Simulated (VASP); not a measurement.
Runs of VASP 6.6.1 on BN. The structure is that of space group F-43m (No. 216), or close to it. The cells are those of the table. 

| cell | gap on the mesh (eV) | pressure (GPa) |
| --- | --- | --- |
| a = 2.556 Å, angles 60.0°, 2 atoms | 4.46 | 3.0 |
| a = 2.575, b = 2.575, c = 2.595 Å, angles 59.8, 59.8, 60.5°, 2 atoms | 4.17 | -7.9 |
| a = 2.537, b = 2.537, c = 2.518 Å, angles 60.3, 60.3, 59.5°, 2 atoms | (a) | 15.3 |
| a = 2.595, b = 2.595, c = 2.633 Å, angles 59.5, 59.5, 61.0°, 2 atoms | (b) | -17.4 |
| a = 2.518, b = 2.518, c = 2.480 Å, angles 60.5, 60.5, 59.0°, 2 atoms | 4.23 | 29.2 |

Alike in all rows: task single point; level PBE; potentials or basis VASP PAW PBE potentials, release 64 (B, N); no spin polarisation; k mesh 10 × 10 × 10; cutoff (eV) 600; smearing gaussian 0.02 eV.

Q: Fill in the values left out.

A: (a) 4.35; (b) 3.91.

Caveats: the cell stands under pressure (at least some runs); the cell stands under tension (at least some runs).

A k mesh can miss the band edges.
